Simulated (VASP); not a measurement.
Here is a VASP 6.6.1 calculation.

File INCAR:

```
PREC     = Accurate       # precision mode
ENCUT    = 520            # plane-wave cutoff, eV
EDIFF    = 1E-6           # SCF threshold, eV
ISMEAR   = 0              # smearing method
SIGMA    = 0.01           # smearing width, eV
LREAL    = F              # projectors in reciprocal space
LASPH    = T              # aspherical terms in the spheres
NELM     = 80             # most SCF steps
ALGO     = Normal         # electronic algorithm
ISIF     = 2              # what is computed and relaxed
LWAVE    = F              # write WAVECAR
LCHARG   = T              # write CHGCAR
LELF     = T              # ELF
LVHAR    = T            
NBANDS   = 15             # bands
```

File KPOINTS:

```
regular mesh
0
Gamma
  8 8 8
```

Contents of POSCAR:

```
CaHN
1.0
   -1.8319534591      1.8319534591      2.9483293060
    1.8319534591     -1.8319534591      2.9483293060
    1.8319534591      1.8319534591     -2.9483293060
Ca H N
1 1 1
Direct
    0.0517200000      0.0517200000      0.0000000000
    0.6399400000      0.6399400000      0.0000000000
    0.4583500000      0.4583500000      0.0000000000
```

Potentials or basis: VASP PAW LDA potentials, release 64 (Ca_sv, H, N).

The run is started by

```bash
$ cat potpaw_LDA.64/Ca_sv/POTCAR potpaw_LDA.64/H/POTCAR potpaw_LDA.64/N/POTCAR > POTCAR
$ mpirun -np 1 vasp_std > vasp.out
```

**Question.** What does it give for the largest force?

**Answer.** 0.864 eV/Å.

**Question.** Predict the pressure.

**Answer.** -11.7 GPa.

**Question.** What does it give for the band gap on the k mesh?

**Answer.** 1.54 eV, direct.

Forces on the atoms (eV/Å):
```
Ca   0.000  0.000  0.320
H    0.000  0.000 -0.864
N    0.000  0.000  0.544
```

LDA gaps usually lie below the measured ones, often by a third to a half.
